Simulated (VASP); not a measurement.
# BN (hexagonal boron nitride) (P6_3/mmc) in VASP: notebook

The runs below take BN (hexagonal boron nitride) through single point, relaxation of cell and atoms, with PBE+D3(BJ).

All numbers are computed with VASP 6.6.1; they aren't measurements. Logs are shortened: lines on timing, memory, paths and dates and some standing lists are left out, and cuts for length are marked.

### Step 1. The cell of the first run

Symmetry: P6_3/mmc, No. 194, hexagonal system. The conventional cell has a = 2.507 Å, b = 2.507 Å, c = 6.618 Å, α = 90.00°, β = 90.00°, γ = 120.00°. B (site symmetry -6m2) has 3 N at 1.45 Å within 1.9 Å. Within 1.9 Å of N (site symmetry -6m2) lie 3 B at 1.45 Å.

### Step 2. Single point, PBE+D3(BJ)

INCAR

```
PREC = Accurate
ENCUT = 520
EDIFF = 1E-7
ISMEAR = 0
SIGMA = 0.01
LREAL = False
LASPH = True
NELM = 100
ALGO = Normal
ISIF = 2
LWAVE = False
LCHARG = False
GGA = PE
IVDW = 12
NBANDS = 16
```

KPOINTS

```
regular mesh
0
Gamma
  12 12 4
```

POSCAR

```
BN
1.0
    2.5065246344      0.0000000000      0.0000000000
   -1.2532623172      2.1707140086      0.0000000000
    0.0000000000      0.0000000000      6.6178167625
B N
2 2
Direct
    0.3333333333      0.6666666667      0.2500000000
    0.6666666667      0.3333333333      0.7500000000
    0.6666666667      0.3333333333      0.2500000000
    0.3333333333      0.6666666667      0.7500000000
```

Potentials or basis: VASP PAW PBE potentials, release 64 (B, N).

The run is started by

```sh
$ cat potpaw_PBE.64/B/POTCAR potpaw_PBE.64/N/POTCAR > POTCAR
$ mpirun -np 1 vasp_std > vasp.out
```

OUTCAR:

```text
PREC = Accurate
   ENCUT = 520
   EDIFF = 1E-7
   ISMEAR = 0
   LREAL = False
   LASPH = True
   NELM = 100
   ISIF = 2
   GGA = PE
   IVDW = 12
 IVDW          = 12

 ion  position               nearest neighbor table
   1  0.333  0.667  0.250-   3 1.45   3 1.45   3 1.45
   2  0.667  0.333  0.750-   4 1.45   4 1.45   4 1.45
   3  0.667  0.333  0.250-   1 1.45   1 1.45   1 1.45
   4  0.333  0.667  0.750-   2 1.45   2 1.45   2 1.45

  LATTYP: Found a hexagonal cell.
 ALAT       =     2.5065246344
 C/A-ratio  =     2.6402360750

  Lattice vectors:

 A1 = (   2.5065246344,   0.0000000000,   0.0000000000)
 A2 = (  -1.2532623172,   2.1707140086,   0.0000000000)
 A3 = (   0.0000000000,   0.0000000000,   6.6178167625)

Analysis of symmetry for initial positions (statically):
=====================================================================
 Subroutine PRICEL returns:
 Original cell was already a primitive cell.

 Routine SETGRP: Setting up the symmetry group for a
 hexagonal supercell.

 Subroutine GETGRP returns: Found 24 space group operations
 (whereof 12 operations were pure point group operations)
 out of a pool of 24 trial point group operations.

The static configuration has the point symmetry D_3d.
 The point group associated with its full space group is D_6h.

Analysis of symmetry for dynamics (positions and initial velocities):
=====================================================================
 Subroutine PRICEL returns:
 Original cell was already a primitive cell.

 Routine SETGRP: Setting up the symmetry group for a
 hexagonal supercell.

 Subroutine GETGRP returns: Found 24 space group operations
 (whereof 12 operations were pure point group operations)
 out of a pool of 24 trial point group operations.

The dynamic configuration has the point symmetry D_3d.
 The point group associated with its full space group is D_6h.

 Subroutine INISYM returns: Found 24 space group operations
 (whereof 12 operations are pure point group operations),
 and found     1 'primitive' translations

----------------------------------------------------------------------------------------

                                     Primitive cell

  volume of cell :      36.0072

  direct lattice vectors                    reciprocal lattice vectors
     2.506524634  0.000000000  0.000000000     0.398958776  0.230338957  0.000000000
    -1.253262317  2.170714009  0.000000000     0.000000000  0.460677913  0.000000000
     0.000000000  0.000000000  6.617816763     0.000000000  0.000000000  0.151107236

  length of vectors
     2.506524634  2.506524634  6.617816763     0.460677913  0.460677913  0.151107236

  position of ions in fractional coordinates (direct lattice)
     0.333333333  0.666666667  0.250000000
     0.666666667  0.333333333  0.750000000
     0.666666667  0.333333333  0.250000000
     0.333333333  0.666666667  0.750000000

  ion indices of the primitive-cell ions
   primitive index   ion index
                 1           1
                 2           2
                 3           3
                 4           4

----------------------------------------------------------------------------------------

 KPOINTS: regular mesh

Automatic generation of k-mesh.
 Grid dimensions read from file:
 generate k-points for:   12   12    4

 Generating k-lattice:

  Cartesian coordinates                     Fractional coordinates (reciprocal lattice)
     0.033246565  0.019194913  0.000000000     0.083333333  0.000000000  0.000000000
     0.000000000  0.038389826  0.000000000     0.000000000  0.083333333  0.000000000
     0.000000000  0.000000000  0.037776809     0.000000000  0.000000000  0.250000000

  Length of vectors
     0.038389826  0.038389826  0.037776809

  Shift w.r.t. Gamma in fractional coordinates (k-lattice)
     0.000000000  0.000000000  0.000000000

 Subroutine IBZKPT returns following result:
 ===========================================

 Found     57 irreducible k-points:

 Following reciprocal coordinates:
            Coordinates               Weight
  0.000000  0.000000  0.000000      1.000000
  0.083333 -0.000000  0.000000      6.000000
  0.166667 -0.000000  0.000000      6.000000
  0.250000 -0.000000  0.000000      6.000000
  0.333333 -0.000000  0.000000      6.000000
  0.416667  0.000000  0.000000      6.000000
[... 16 lines left out ...]
  0.250000 -0.000000  0.250000     12.000000
  0.333333 -0.000000  0.250000     12.000000
 [... further k-points ...]
   k-points           NKPTS =     57   k-points in BZ     NKDIM =     57   number of bands    NBANDS=     16
   number of dos      NEDOS =    301   number of ions     NIONS =      4
   total plane-waves  NPLWV =  20000
   dimension x,y,z NGX =    20 NGY =   20 NGZ =   50
   dimension x,y,z NGXF=    40 NGYF=   40 NGZF=  100
   ions per type =               2   2
   NGX,Y,Z   is equivalent  to a cutoff of  13.27, 13.27, 12.56 a.u.
   NGXF,Y,Z  is equivalent  to a cutoff of  26.53, 26.53, 25.12 a.u.
 SYSTEM =  unknown system
   PREC   = accura    normal or accurate (medium, high low for compatibility)
   ISTART =      0    job   : 0-new  1-cont  2-samecut
   ICHARG =      2    charge: 1-file 2-atom 10-const
   ISPIN  =      1    spin polarized calculation?
   LNONCOLLINEAR =      F non collinear calculations
   LSORBIT =      F    spin-orbit coupling
   LASPH  =      T    aspherical Exc in radial PAW
   ENCUT  =  520.0 eV  38.22 Ry    6.18 a.u.   4.66  4.66 12.30*2*pi/ulx,y,z
   NELM   =    100;   NELMIN=  2; NELMDL= -5     # of ELM steps
   EDIFF  = 0.1E-06   stopping-criterion for ELM
   LREAL  =      F    real-space projection
   EDIFFG = 0.1E-05   stopping-criterion for IOM
   NSW    =      0    number of steps for IOM
   IBRION =     -1    ionic relax: 0-MD 1-quasi-New 2-CG
   NFREE  =      0    steps in history (QN), initial steepest desc. (CG)
   ISIF   =      2    stress and relaxation
   ISYM   =      2    0-nonsym 1-usesym 2-fastsym
   POTIM  = 0.5000    time-step for ionic-motion
   TEBEG  =    0.0;   TEEND  =   0.0 temperature during run
   PSTRESS=    0.0 pullay stress
   NELECT =      16.0000    total number of electrons
   NUPDOWN=      -1.0000    fix difference up-down
   EMIN   =  10.00;   EMAX   =-10.00  energy-range for DOS
   EFERMI =   0.00;   METHOD = LEGACY
   ISMEAR =     0;   SIGMA  =   0.01  broadening in eV -4-tet -1-fermi 0-gaus
   EFERMI_NEDOS =   21; number of points for ismear=-14 and -15
   IALGO  =     38    algorithm
   IMIX   =      4    mixing-type and parameters
     AMIX     =   0.40;   BMIX     =  1.00
     AMIX_MAG =   1.60;   BMIX_MAG =  1.00
  volume/ion in A,a.u.               =       9.00        60.75
  Fermi-wavevector in a.u.,A,eV,Ry     =   1.249257  2.360753 21.233831  1.560643
  Thomas-Fermi vector in A             =   2.383306
   LORBIT       =      0    0 simple, 1 ext, 2 COOP (PROOUT), +10 PAW based schemes
   GGA     = PE    functional components
   LHFCALC =     F    Hartree Fock is set to
   AEXX    =    0.0000 exact exchange contribution
   IVDW    =    12    specifies the selected vdW correction
   LEPSILON=     F    determine dielectric tensor
   LRPA    =     F    only Hartree local field effects (RPA)
 non-spin polarized calculation
 Gauss-broadening in eV      SIGMA  =   0.01
  energy-cutoff  :      520.00
  volume of cell :       36.01
 maximum number of plane-waves:       992
 NGX is ok and might be reduce to    20
   NGX =  9   NGY =  9   NGZ = 25

 number of electron      15.9999997 magnetization

 Free energy of the ion-electron system (eV)
  ---------------------------------------------------
  ext. energy  EPLUGINS =         0.00000000
  ---------------------------------------------------
  free energy    TOTEN  =       -35.15191983 eV

  energy without entropy =      -35.15191983  energy(sigma->0) =      -35.15191983

 E-fermi :   2.4200     XC(G=0): -10.0862

 val. band max:        2.2871440444   @ k =   0.3333   0.3333   0.5000
 cond. band min:       6.5541373095   @ k =   0.5000  -0.0000   0.0000
 fundamental gap:      4.2669932651
 Fermi energy:         2.4200261109

 k-point     1 :       0.0000    0.0000    0.0000
  band No.  band energies     occupation
      1     -15.4966      2.00000
      2     -15.1942      2.00000
      3      -3.9259      2.00000
      4      -1.7629      2.00000
      5       0.9535      2.00000
      6       0.9535      2.00000
[... 8 lines left out ...]
     15      14.4859      0.00000
     16      15.2827      0.00000

 k-point     2 :       0.0833   -0.0000    0.0000
  band No.  band energies     occupation
      1     -15.3608      2.00000
      2     -15.0631      2.00000
      3      -3.7396      2.00000
      4      -1.5961      2.00000
      5       0.3960      2.00000
      6       0.4304      2.00000
[... 8 lines left out ...]
     15      14.7771      0.00000
     16      14.9753      0.00000

 k-point     3 :       0.1667   -0.0000    0.0000
  band No.  band energies     occupation
      1     -14.9608      2.00000
      2     -14.6774      2.00000
      3      -3.1876      2.00000
      4      -1.1058      2.00000
      5      -1.0181      2.00000
      6      -0.9764      2.00000
[... 8 lines left out ...]
     15      16.1048      0.00000
     16      16.1278      0.00000

 k-point     4 :       0.2500   -0.0000    0.0000
  band No.  band energies     occupation
      1     -14.3231      2.00000
      2     -14.0651      2.00000
      3      -2.8141      2.00000
      4      -2.7506      2.00000
      5      -2.2949      2.00000
      6      -0.6700      2.00000
[... 8 lines left out ...]
     15      17.6907      0.00000
     16      18.2766      0.00000
[... 324 lines left out ...]
 k-point    22 :       0.1667   -0.0000    0.2500
  band No.  band energies     occupation
      1     -14.9214      2.00000
      2     -14.7212      2.00000
      3      -2.9363      2.00000
      4      -1.5030      2.00000
      5      -1.0054      2.00000
      6      -0.9566      2.00000
[... 8 lines left out ...]
     15      16.0260      0.00000
     16      16.1096      0.00000

 k-point    23 :       0.2500   -0.0000    0.2500
  band No.  band energies     occupation
      1     -14.2870      2.00000
      2     -14.1048      2.00000
      3      -2.8202      2.00000
      4      -2.7670      2.00000
      5      -2.0334      2.00000
      6      -0.6673      2.00000
[... 8 lines left out ...]
     15      18.2923      0.00000
     16      18.3745      0.00000

 k-point    24 :       0.3333   -0.0000    0.2500
  band No.  band energies     occupation
      1     -13.4836      2.00000
      2     -13.3303      2.00000
      3      -4.5930      2.00000
      4      -4.5330      2.00000
      5      -1.2882      2.00000
      6      -1.2431      2.00000
[... 8 lines left out ...]
     15      19.0744      0.00000
     16      20.8133      0.00000

 [... further k-points ...]

------------------------ aborting loop because EDIFF is reached ----------------------------------------

 Edisp (eV)   -0.56578

 E8    (eV) :    -0.1658

  FORCE on cell =-STRESS in cart. coord.  units (eV):
  Direction    XX          YY          ZZ          XY          YZ          ZX
  --------------------------------------------------------------------------------------
  -------------------------------------------------------------------------------------
  Total       0.03043     0.03043    -0.03505    -0.00000     0.00000    -0.00000
  in kB       1.35397     1.35397    -1.55957    -0.00000     0.00000    -0.00000
  external pressure =        0.38 kB  Pullay stress =        0.00 kB

 VOLUME and BASIS-vectors are now :
 -----------------------------------------------------------------------------
  energy-cutoff  :      520.00
  volume of cell :       36.01
      direct lattice vectors                 reciprocal lattice vectors
     2.506524634  0.000000000  0.000000000     0.398958776  0.230338957  0.000000000
    -1.253262317  2.170714009  0.000000000     0.000000000  0.460677913  0.000000000
     0.000000000  0.000000000  6.617816763     0.000000000  0.000000000  0.151107236

 POSITION                                       TOTAL-FORCE (eV/Angst)
 -----------------------------------------------------------------------------------
     -0.00000      1.44714      1.65445        -0.000000      0.000000      0.000000
      1.25326      0.72357      4.96336         0.000000     -0.000000      0.000000
      1.25326      0.72357      1.65445         0.000000     -0.000000      0.000000
     -0.00000      1.44714      4.96336        -0.000000      0.000000      0.000000
 -----------------------------------------------------------------------------------
    total drift:                               -0.000000      0.000000     -0.000000

  FREE ENERGIE OF THE ION-ELECTRON SYSTEM (eV)
  ---------------------------------------------------
  free  energy   TOTEN  =       -35.7177014549 eV

  energy  without entropy=      -35.7177014549  energy(sigma->0) =      -35.71770145
```

It took 30 s on 1 thread of Intel Xeon Platinum 8259CL at 2.50GHz (Skylake/Cascade Lake), shared host; peak memory 0.17 GiB.

Results:

```yaml
Free_energy: -35.7177 eV
Pressure: 0.0 GPa
Band_gap_on_the_k_mesh: 4.27 eV, indirect (least direct gap 4.63 eV)
Dispersion_energy_per_atom: -0.141 eV
```

A k mesh can miss the band edges. A hybrid or GW would open this gap; PBE tends to underestimate it.

### Step 3. Relaxation of cell and atoms, PBE+D3(BJ)

This run uses another cell than the first one, of 9.04 Å³/atom, 1.004 times its volume.

INCAR

```
SYSTEM = BN
PREC = Accurate
ENCUT = 600
EDIFF = 1E-6
ISMEAR = 0
SIGMA = 0.01
LREAL = .FALSE.
LASPH = .TRUE.
NELM = 100
ALGO = Normal
ISIF = 3
LWAVE = .FALSE.
LCHARG = .FALSE.
GGA = PE
IVDW = 12
IBRION = 2
NSW = 80
EDIFFG = -0.002
```

KPOINTS

```
regular mesh
0
G
  12 12 4
  0 0 0
```

POSCAR

```
BN
1.0
    2.5040000000      0.0000000000      0.0000000000
   -1.2520000000      2.1685276111      0.0000000000
    0.0000000000      0.0000000000      6.6610000000
B N
2 2
Direct
    0.3333333333      0.6666666667      0.2500000000
    0.6666666667      0.3333333333      0.7500000000
    0.6666666667      0.3333333333      0.2500000000
    0.3333333333      0.6666666667      0.7500000000
```

Potentials or basis: VASP PAW PBE potentials, release 64 (B, N).

The run is started by

```sh
$ cat potpaw_PBE.64/B/POTCAR potpaw_PBE.64/N/POTCAR > POTCAR
$ mpirun -np 1 vasp_std > vasp.out
```

Run time: 2.2 min. Hardware: 1 thread of Intel Xeon Platinum 8259CL at 2.50GHz (Skylake/Cascade Lake), shared host; peak memory 0.18 GiB.

Results (log left out):

* Free energy: -35.7248 eV
* Relaxed volume: 8.92 Å³/atom
* Relaxed cell: a = 2.506 Å, b = 2.506 Å, c = 6.558 Å, α = 90.00°, β = 90.00°, γ = 120.00°
* Space group after relaxing (to 0.05 Å): P6_3/mmc (No. 194)
* Energy gained by relaxing: 0.3 meV/atom
* Ionic steps: 12
* Pressure after relaxing: 0.0 GPa
* Band gap on the k mesh: 4.24 eV, indirect (least direct gap 4.63 eV)
* Dispersion energy per atom: -0.143 eV

The path:
```tsv
step	energy change (eV)	largest force (eV/Å)	pressure (GPa)	volume (Å³)
1	0.0000	0.0000	0.55	36.17
2	0.0005	0.0000	-1.46	36.33
3	-0.0003	0.0000	-0.20	36.23
4	-0.0004	0.0000	-0.19	36.19
5	-0.0006	0.0000	-0.16	36.07
6	-0.0010	0.0000	-0.10	35.83
7	-0.0007	0.0000	0.03	35.34
8	-0.0010	0.0000	-0.07	35.69
9	-0.0010	0.0000	-0.06	35.67
10	-0.0010	0.0000	-0.06	35.68
11	-0.0009	0.0000	0.54	35.62
12	-0.0010	0.0000	-0.01	35.67
```

Final structure:
```
CELL_PARAMETERS angstrom
2.50633 0.00000 0.00000
-1.25316 2.17054 0.00000
0.00000 0.00000 6.55778
ATOMIC_POSITIONS crystal
B 0.33333 0.66667 0.25000
B 0.66667 0.33333 0.75000
N 0.66667 0.33333 0.25000
N 0.33333 0.66667 0.75000
```

Levels at points of the mesh, in eV from the valence-band top:
```
           k point  band 6  band 7  band 8  band 9  band 10  band 11
(0.00, 0.00, 0.00)   -1.34   -1.30   -1.30    5.33    10.44    11.51
(0.50, 0.00, 0.00)   -4.08   -1.49   -0.41    4.24     5.69     9.51
(0.00, 0.00, 0.50)   -1.32   -1.32   -1.32    7.76     7.76    11.58
(0.50, 0.00, 0.50)   -4.11   -0.92   -0.92    4.72     4.72     9.89
```

A k mesh can miss the band edges. Expect the measured gap to be larger: semilocal functionals such as PBE lack the derivative discontinuity.
